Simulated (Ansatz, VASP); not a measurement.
## WS2 in VASP and in Ansatz

Contents of INCAR:

```
SYSTEM = WS2
PREC = Accurate ; ENCUT = 520
EDIFF = 1E-7 ; ISMEAR = -1
SIGMA = 0.03 ; LREAL = .FALSE.
LASPH = .TRUE. ; NELM = 80
ALGO = Normal ; ISIF = 2
LWAVE = .FALSE. ; LCHARG = .TRUE.
GGA = PS ; LELF = .TRUE.
LVHAR = .TRUE. ; NBANDS = 20
```

File KPOINTS:

```
regular mesh
0
G
  15 15 15
  0 0 0
```

The input POSCAR:

```
WS2
1.0
    1.5894576452      0.9176737993      6.2041479445
   -1.5894576452      0.9176737993      6.2041479445
    0.0000000000     -1.8353475986      6.2041479445
W S
1 2
Direct
    0.0000000000      0.0000000000      0.0000000000
    0.7503000000      0.7503000000      0.7503000000
    0.5810000000      0.5810000000      0.5810000000
```

Input for Ansatz:

```yaml
crystal:
  lattice:
    - [1.5894576452, 0.9176737993, 6.2041479445]
    - [-1.5894576452, 0.9176737993, 6.2041479445]
    - [0.0, -1.8353475986, 6.2041479445]
  atoms:
    - { symbol: W, position: [0.0, 0.0, 0.0] }
    - { symbol: S, position: [0.7503, 0.7503, 0.7503] }
    - { symbol: S, position: [0.581, 0.581, 0.581] }
kpoints:
  mp_grid: { grid: [15, 15, 15] }
  band_path:
    path:
      - [0.0, 0.0, 0.0]
      - [0.5, 0.5, 0.5]
      - [0.8187478403, 0.1812521597, 0.5]
      - [0.5, -0.1812521597, 0.1812521597]
      - [0.5, 0.0, 0.0]
      - [0.0, 0.0, 0.0]
      - [0.3406260799, -0.3406260799, 0.0]
      - [0.6593739201, 0.0, 0.3406260799]
      - [0.5, 0.0, 0.5]
    npoints: 5
scf:
  occupations: { method: fermi_dirac, width: 0.03 }
hamiltonian:
  xc: pbesol
  pseudopotentials: { kind: all_electron, lapw: { basis_error: 0.001 } }
output:
  forces: true
  stress: true
  eigenvalues: true
```

Change from the starting cell: volume scaled by 1.02.

Alike in both runs: task single point; functional PBEsol; k mesh 15 × 15 × 15; occupations fermi-dirac, width 0.03 eV; no spin polarisation.

|  | VASP | Ansatz |
| --- | --- | --- |
| version | VASP 6.6.1 | Ansatz 0.2.0 |
| potentials or method | VASP PAW PBE potentials, release 64 (W_sv, S), cutoff 520 eV | all-electron LAPW, scalar-relativistic |

VASP gave:

* pressure (GPa): -3.7
* traceless stress, the component that is largest in VASP (GPa): 0.51
* rms of the force components (eV/Å): 0.298

Which values does Ansatz return?

Pressure (GPa): -3.7; traceless stress, the component that is largest in VASP (GPa): 0.47; rms of the force components (eV/Å): 0.302.

VASP's potentials were made for PBE, not for PBEsol. Atom by atom the forces differ by 0.008 eV/Å (rms over components). Ansatz ran all-electron here, and VASP with PAW potentials.

Neither program's run includes spin-orbit coupling.
